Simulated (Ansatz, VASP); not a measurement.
Two plane-wave programs on KCl

File INCAR:

```
PREC = Accurate ; ENCUT = 500
EDIFF = 1E-6 ; ISMEAR = 0
SIGMA = 0.01 ; LREAL = F
LASPH = T ; NELM = 120
ALGO = Normal ; ISIF = 2
LWAVE = F ; LCHARG = F
GGA = PE ; NBANDS = 15
GGA_COMPAT = F
```

The input KPOINTS:

```
Automatic mesh
0
Gamma
  6 6 6
```

POSCAR

```
KCl
1.0
    3.7708085932      0.0000000000      0.0000000000
    0.0000000000      3.7708085932      0.0000000000
    0.0000000000      0.0000000000      3.7708085932
K Cl
1 1
Direct
    0.0000000000      0.0000000000      0.0000000000
    0.5000000000      0.5000000000      0.5000000000
```

Input for Ansatz:

```yaml
crystal:
  lattice:
    - [3.7708085932, 0.0, 0.0]
    - [0.0, 3.7708085932, 0.0]
    - [0.0, 0.0, 3.7708085932]
  atoms:
    - { symbol: K, position: [0.0, 0.0, 0.0] }
    - { symbol: Cl, position: [0.5, 0.5, 0.5] }
kpoints:
  mp_grid: { grid: [6, 6, 6] }
hamiltonian:
  xc: pbe
scf:
  occupations: { method: fixed }
output:
  optics:
    e_range: [0, 20]
    de: 0.05
    sigma: 0.1
    bands: { spectra_wanted_up_to: 20 }
```

Alike in both runs: task single point; functional PBE; k mesh 6 × 6 × 6; no spin polarisation.

|  | VASP | Ansatz |
| --- | --- | --- |
| version | VASP 6.6.1 | Ansatz 0.2.0 |
| potentials or method | VASP PAW PBE potentials, release 64 (K_sv, Cl) | plane waves, PAW |
| plane-wave cutoff (eV) | 500 | 420 |
| occupations | gaussian, width 0.01 eV | fixed |
| valence electrons in the cell | 16 | 16 |

```tsv
	VASP	Ansatz	Ansatz less VASP
gap on the k mesh at the Fermi level (eV)	5.03	5.03	+0.002
```
